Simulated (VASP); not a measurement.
Wanted: the native input for a VASP 6.6.1 run.

| Quantity | Value |
| --- | --- |
| Task | relaxation of cell and atoms |
| Functional | PBE |
| Potentials or basis | VASP PAW PBE potentials, release 64 (Al, Pd) |
| Cutoff | 600 eV |
| k mesh | 10 × 10 × 10 |
| Occupations | gaussian, width 0.1 eV |
| Spin | no spin polarisation |
| Dipole correction | no |
| Further INCAR settings | ALGO = Fast; EDIFF = 1e-06; IBRION = 2; EDIFFG = -0.01; NSW = 100; ISIF = 3 |

The structure of AlPd4 lies in POSCAR:

```
AlPd4
1.0
   -2.8201340695      2.8201340695      2.8201340695
    2.8201340695     -2.8201340695      2.8201340695
    2.8201340695      2.8201340695     -2.8201340695
Al Pd
1 4
Direct
    0.0000000000      0.0000000000      0.0000000000
    0.0000000000      0.0000000000      0.5000000000
    0.0000000000      0.5000000000      0.0000000000
    0.5000000000      0.0000000000      0.0000000000
    0.5000000000      0.5000000000      0.5000000000
```

One way to write it, as run:

INCAR

```
SYSTEM = AlPd4
PREC = Accurate
ENCUT = 600
EDIFF = 1E-6
ISMEAR = 0
SIGMA = 0.1
LREAL = .FALSE.
LASPH = .TRUE.
NELM = 80
ALGO = Fast
ISIF = 3
LWAVE = .FALSE.
LCHARG = .FALSE.
GGA = PE
IBRION = 2
NSW = 100
EDIFFG = -0.01
```

KPOINTS

```
regular mesh
0
G
  10 10 10
  0 0 0
```

Potentials or basis: VASP PAW PBE potentials, release 64 (Al, Pd).

The run is started by

```bash
$ cat potpaw_PBE.64/Al/POTCAR potpaw_PBE.64/Pd/POTCAR > POTCAR
$ mpirun -np 1 vasp_std > vasp.out
```

Results of the run:

```
Relaxed volume                         : 18.00 Å³/atom
Relaxed cell                           : a = 4.890 Å, b = 4.890 Å, c = 4.890 Å, α = 109.47°, β = 109.47°, γ = 109.47°
Space group after relaxing (to 0.05 Å) : Im-3m (No. 229)
Energy gained by relaxing              : 0.1 meV/atom
Ionic steps                            : 3
Pressure after relaxing                : 0.0 GPa
```

Run time: 4.1 min on 1 thread of Intel Xeon 6975P-C (shared host), peak memory 0.32 GiB.
